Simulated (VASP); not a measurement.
# K (Cmmm) in VASP: single point with PBEsol+D3(BJ)

Aim: the single point of K with PBEsol+D3(BJ).

Everything below comes from runs of VASP 6.6.1. Logs are shortened: lines on timing, memory, paths and dates and some standing lists are left out, and cuts for length are marked.

### 1 The cell of the first run

The structure is orthorhombic, space group Cmmm (No. 65). The conventional cell has a = 5.025 Å, b = 8.510 Å, c = 4.338 Å, α = 90.00°, β = 90.00°, γ = 90.00°. Within 5.7 Å of K (site symmetry mmm) lie 8 K at 4.34 to 5.03 Å.

### 2 Single point, PBEsol+D3(BJ)

The input, INCAR:

```
PREC = Accurate
ENCUT = 520
EDIFF = 1E-6
ISMEAR = 1
SIGMA = 0.1
LREAL = False
LASPH = True
NELM = 80
ALGO = Normal
ISIF = 2
LWAVE = False
LCHARG = False
GGA = PS
IVDW = 12
NBANDS = 16
```

The input, KPOINTS:

```
regular mesh
0
Gamma
  4 4 2
```

The input, POSCAR:

```
K
1.0
    2.5126600000     -4.2552300000      0.0000000000
    2.5126600000      4.2552300000      0.0000000000
    0.0000000000      0.0000000000      8.6765900000
K
2
Direct
    0.5000000000      0.5000000000      0.5000000000
    0.5000000000      0.5000000000      0.0000000000
```

Potentials or basis: VASP PAW PBE potentials, release 64 (K_sv).

Launch:

```sh
> cat potpaw_PBE.64/K_sv/POTCAR > POTCAR
> mpirun -np 1 vasp_std > vasp.out
```

OUTCAR:

```text
PREC = Accurate
   ENCUT = 520
   EDIFF = 1E-6
   ISMEAR = 1
   LREAL = False
   LASPH = True
   NELM = 80
   ISIF = 2
   GGA = PS
   IVDW = 12
 IVDW          = 12

 ion  position               nearest neighbor table
   1  0.500  0.500  0.500-
   2  0.500  0.500  0.000-

  LATTYP: Found a base centered orthorhombic cell.
 ALAT       =     5.0253200000
 B/A-ratio  =     1.6935160348
 C/A-ratio  =     1.7265746261

  Lattice vectors:

 A1 = (   2.5126600000,  -4.2552300000,   0.0000000000)
 A2 = (   2.5126600000,   4.2552300000,   0.0000000000)
 A3 = (   0.0000000000,   0.0000000000,   8.6765900000)

Analysis of symmetry for initial positions (statically):
=====================================================================
 Subroutine PRICEL returns following result:

  LATTYP: Found a base centered orthorhombic cell.
 ALAT       =     5.0253200000
 B/A-ratio  =     1.6935160348
 C/A-ratio  =     0.8632873130

  Lattice vectors:

 A1 = (   2.5126600000,  -4.2552300000,   0.0000000000)
 A2 = (   2.5126600000,   4.2552300000,   0.0000000000)
 A3 = (   0.0000000000,   0.0000000000,   4.3382950000)

   2 primitive cells build up your supercell.

 Routine SETGRP: Setting up the symmetry group for a
 base centered orthorhombic supercell.

 Subroutine GETGRP returns: Found  8 space group operations
 (whereof  8 operations were pure point group operations)
 out of a pool of  8 trial point group operations.

The static configuration has the point symmetry D_2h.

Analysis of symmetry for dynamics (positions and initial velocities):
=====================================================================
 Subroutine PRICEL returns following result:

  LATTYP: Found a base centered orthorhombic cell.
 ALAT       =     5.0253200000
 B/A-ratio  =     1.6935160348
 C/A-ratio  =     0.8632873130

  Lattice vectors:

 A1 = (   2.5126600000,  -4.2552300000,   0.0000000000)
 A2 = (   2.5126600000,   4.2552300000,   0.0000000000)
 A3 = (   0.0000000000,   0.0000000000,   4.3382950000)

   2 primitive cells build up your supercell.

 Routine SETGRP: Setting up the symmetry group for a
 base centered orthorhombic supercell.

 Subroutine GETGRP returns: Found  8 space group operations
 (whereof  8 operations were pure point group operations)
 out of a pool of  8 trial point group operations.

The dynamic configuration has the point symmetry D_2h.

 Subroutine INISYM returns: Found  8 space group operations
 (whereof  8 operations are pure point group operations),
 and found     2 'primitive' translations

----------------------------------------------------------------------------------------

                                     Primitive cell

  volume of cell :      92.7696

  direct lattice vectors                    reciprocal lattice vectors
     2.512660000 -4.255230000  0.000000000     0.198992303 -0.117502462  0.000000000
     2.512660000  4.255230000  0.000000000     0.198992303  0.117502462  0.000000000
     0.000000000  0.000000000  4.338295000     0.000000000  0.000000000  0.230505302

  length of vectors
     4.941704425  4.941704425  4.338295000     0.231094710  0.231094710  0.230505302

  position of ions in fractional coordinates (direct lattice)
     0.500000000  0.500000000  0.000000000

  ion indices of the primitive-cell ions
   primitive index   ion index
                 1           1

----------------------------------------------------------------------------------------

 KPOINTS: regular mesh

Automatic generation of k-mesh.
 Grid dimensions read from file:
 generate k-points for:    4    4    2

 Generating k-lattice:

  Cartesian coordinates                     Fractional coordinates (reciprocal lattice)
     0.049748076 -0.029375615  0.000000000     0.250000000  0.000000000  0.000000000
     0.049748076  0.029375615  0.000000000     0.000000000  0.250000000  0.000000000
     0.000000000  0.000000000  0.057626326     0.000000000  0.000000000  0.500000000

  Length of vectors
     0.057773678  0.057773678  0.057626326

  Shift w.r.t. Gamma in fractional coordinates (k-lattice)
     0.000000000  0.000000000  0.000000000

 Subroutine IBZKPT returns following result:
 ===========================================

 Found     14 irreducible k-points:

 Following reciprocal coordinates:
            Coordinates               Weight
  0.000000  0.000000  0.000000      1.000000
  0.250000  0.000000  0.000000      4.000000
  0.500000  0.000000  0.000000      2.000000
  0.250000  0.250000  0.000000      2.000000
  0.500000  0.250000  0.000000      4.000000
 -0.250000  0.250000  0.000000      2.000000
  0.500000  0.500000  0.000000      1.000000
  0.000000  0.000000  0.500000      1.000000
  0.250000  0.000000  0.500000      4.000000
  0.500000  0.000000  0.500000      2.000000
  0.250000  0.250000  0.500000      2.000000
  0.500000  0.250000  0.500000      4.000000
 -0.250000  0.250000  0.500000      2.000000
  0.500000  0.500000  0.500000      1.000000
   k-points           NKPTS =     14   k-points in BZ     NKDIM =     14   number of bands    NBANDS=     16
   number of dos      NEDOS =    301   number of ions     NIONS =      2
   total plane-waves  NPLWV = 112000
   dimension x,y,z NGX =    40 NGY =   40 NGZ =   70
   dimension x,y,z NGXF=    80 NGYF=   80 NGZF=  140
   ions per type =               2
   NGX,Y,Z   is equivalent  to a cutoff of  13.46, 13.46, 13.41 a.u.
   NGXF,Y,Z  is equivalent  to a cutoff of  26.91, 26.91, 26.82 a.u.
 SYSTEM =  unknown system
   PREC   = accura    normal or accurate (medium, high low for compatibility)
   ISTART =      0    job   : 0-new  1-cont  2-samecut
   ICHARG =      2    charge: 1-file 2-atom 10-const
   ISPIN  =      1    spin polarized calculation?
   LNONCOLLINEAR =      F non collinear calculations
   LSORBIT =      F    spin-orbit coupling
   LASPH  =      T    aspherical Exc in radial PAW
   ENCUT  =  520.0 eV  38.22 Ry    6.18 a.u.   9.19  9.19 16.13*2*pi/ulx,y,z
   NELM   =     80;   NELMIN=  2; NELMDL= -5     # of ELM steps
   EDIFF  = 0.1E-05   stopping-criterion for ELM
   LREAL  =      F    real-space projection
[... 7 lines left out ...]
   TEBEG  =    0.0;   TEEND  =   0.0 temperature during run
   PSTRESS=    0.0 pullay stress
   NELECT =      18.0000    total number of electrons
   NUPDOWN=      -1.0000    fix difference up-down
   EMIN   =  10.00;   EMAX   =-10.00  energy-range for DOS
   EFERMI =   0.00;   METHOD = LEGACY
   ISMEAR =     1;   SIGMA  =   0.10  broadening in eV -4-tet -1-fermi 0-gaus
   EFERMI_NEDOS =   21; number of points for ismear=-14 and -15
   IALGO  =     38    algorithm
   IMIX   =      4    mixing-type and parameters
     AMIX     =   0.40;   BMIX     =  1.00
     AMIX_MAG =   1.60;   BMIX_MAG =  1.00
  volume/ion in A,a.u.               =      92.77       626.04
  Fermi-wavevector in a.u.,A,eV,Ry     =   0.752235  1.421519  7.698965  0.565858
  Thomas-Fermi vector in A             =   1.849400
   LORBIT       =      0    0 simple, 1 ext, 2 COOP (PROOUT), +10 PAW based schemes
   GGA     = PS    functional components
   LHFCALC =     F    Hartree Fock is set to
   AEXX    =    0.0000 exact exchange contribution
   IVDW    =    12    specifies the selected vdW correction
   LEPSILON=     F    determine dielectric tensor
   LRPA    =     F    only Hartree local field effects (RPA)
 non-spin polarized calculation
 Methfessel and Paxton  Order N= 1 SIGMA  =   0.10
  energy-cutoff  :      520.00
  volume of cell :      185.54
 maximum number of plane-waves:      5034
 NGX is ok and might be reduce to    40
   NGX = 19   NGY = 19   NGZ = 33

 number of electron      18.0000000 magnetization

 Free energy of the ion-electron system (eV)
  ---------------------------------------------------
  ext. energy  EPLUGINS =         0.00000000
  ---------------------------------------------------
  free energy    TOTEN  =        -2.01606058 eV

  energy without entropy =       -2.01342413  energy(sigma->0) =       -2.01518176

 E-fermi :  -0.3904     XC(G=0):  -5.1434

 val. band max:       -0.3922737699   @ k =   0.5000   0.5000   0.0000
 cond. band min:      -0.3698396565   @ k =   0.2500   0.2500   0.5000
 fundamental gap:      0.0224341134
 Fermi energy:        -0.3904481763

 k-point     1 :       0.0000    0.0000    0.0000
  band No.  band energies     occupation
      1     -32.8111      2.00000
      2     -32.8073      2.00000
      3     -16.3987      2.00000
      4     -16.3283      2.00000
      5     -16.3265      2.00000
      6     -16.3215      2.00000
[... 8 lines left out ...]
     15       3.7977      0.00000
     16       3.8412      0.00000

 k-point     2 :       0.2500    0.0000    0.0000
  band No.  band energies     occupation
      1     -32.8106      2.00000
      2     -32.8068      2.00000
      3     -16.3966      2.00000
      4     -16.3415      2.00000
      5     -16.3336      2.00000
      6     -16.3302      2.00000
[... 8 lines left out ...]
     15       2.9839      0.00000
     16       3.5302      0.00000

 k-point     3 :       0.5000    0.0000    0.0000
  band No.  band energies     occupation
      1     -32.8101      2.00000
      2     -32.8063      2.00000
      3     -16.3945      2.00000
      4     -16.3552      2.00000
      5     -16.3464      2.00000
      6     -16.3334      2.00000
[... 8 lines left out ...]
     15       2.2115      0.00000
     16       3.2669      0.00000

 k-point     4 :       0.2500    0.2500    0.0000
  band No.  band energies     occupation
      1     -32.8101      2.00000
      2     -32.8063      2.00000
      3     -16.3945      2.00000
      4     -16.3491      2.00000
      5     -16.3407      2.00000
      6     -16.3395      2.00000
[... 8 lines left out ...]
     15       2.3169      0.00000
     16       2.6200      0.00000
[... 134 lines left out ...]
 k-point    12 :       0.5000    0.2500    0.5000
  band No.  band energies     occupation
      1     -32.8081      2.00000
      2     -32.8081      2.00000
      3     -16.3568      2.00000
      4     -16.3568      2.00000
      5     -16.3463      2.00000
      6     -16.3463      2.00000
[... 8 lines left out ...]
     15       2.7929      0.00000
     16       2.7929      0.00000

 k-point    13 :      -0.2500    0.2500    0.5000
  band No.  band energies     occupation
      1     -32.8086      2.00000
      2     -32.8086      2.00000
      3     -16.3585      2.00000
      4     -16.3585      2.00000
      5     -16.3371      2.00000
      6     -16.3371      2.00000
[... 8 lines left out ...]
     15       3.3632      0.00000
     16       3.3636      0.00000

 k-point    14 :       0.5000    0.5000    0.5000
  band No.  band energies     occupation
      1     -32.8080      2.00000
      2     -32.8080      2.00000
      3     -16.3566      2.00000
      4     -16.3566      2.00000
      5     -16.3513      2.00000
      6     -16.3513      2.00000
[... 8 lines left out ...]
     15       3.0487      0.00000
     16       3.0487      0.00000

------------------------ aborting loop because EDIFF is reached ----------------------------------------

 Edisp (eV)   -0.19877

 E8    (eV) :    -0.1494

  FORCE on cell =-STRESS in cart. coord.  units (eV):
  Direction    XX          YY          ZZ          XY          YZ          ZX
  --------------------------------------------------------------------------------------
  -------------------------------------------------------------------------------------
  Total      -0.70200    -0.90848    -0.59678     0.00000     0.00000     0.00000
  in kB      -6.06192    -7.84491    -5.15333     0.00000     0.00000     0.00000
  external pressure =       -6.35 kB  Pullay stress =        0.00 kB

 VOLUME and BASIS-vectors are now :
 -----------------------------------------------------------------------------
  energy-cutoff  :      520.00
  volume of cell :      185.54
      direct lattice vectors                 reciprocal lattice vectors
     2.512660000 -4.255230000  0.000000000     0.198992303 -0.117502462  0.000000000
     2.512660000  4.255230000  0.000000000     0.198992303  0.117502462  0.000000000
     0.000000000  0.000000000  8.676590000     0.000000000  0.000000000  0.115252651

 POSITION                                       TOTAL-FORCE (eV/Angst)
 -----------------------------------------------------------------------------------
      2.51266      0.00000      4.33829        -0.000000      0.000000      0.000000
      2.51266      0.00000      0.00000         0.000000     -0.000000     -0.000000
 -----------------------------------------------------------------------------------
    total drift:                               -0.000000     -0.000000     -0.000000

  FREE ENERGIE OF THE ION-ELECTRON SYSTEM (eV)
  ---------------------------------------------------
  free  energy   TOTEN  =        -2.2148277315 eV

  energy  without entropy=       -2.2121912856  energy(sigma->0) =       -2.21394892
```

Wall time 58 s (1 thread of AMD EPYC 7R13, shared host); peak memory 0.29 GiB.

Results:

```yaml
Free_energy: -2.2148 eV
Pressure: -0.6 GPa
Band_gap_on_the_k_mesh: zero (band 9 reaches 0.15 eV, above the bottom of band 10 at -1.89 eV)
Dispersion_energy_per_atom: -0.099 eV
```

Caveat: the k points lie up to 0.36 Å⁻¹ apart; three body term missing; the PAW data sets were made with another functional, which shifts forces and pressure a little; pairwise dispersion overbinds metals, which lowers pressure and volume.
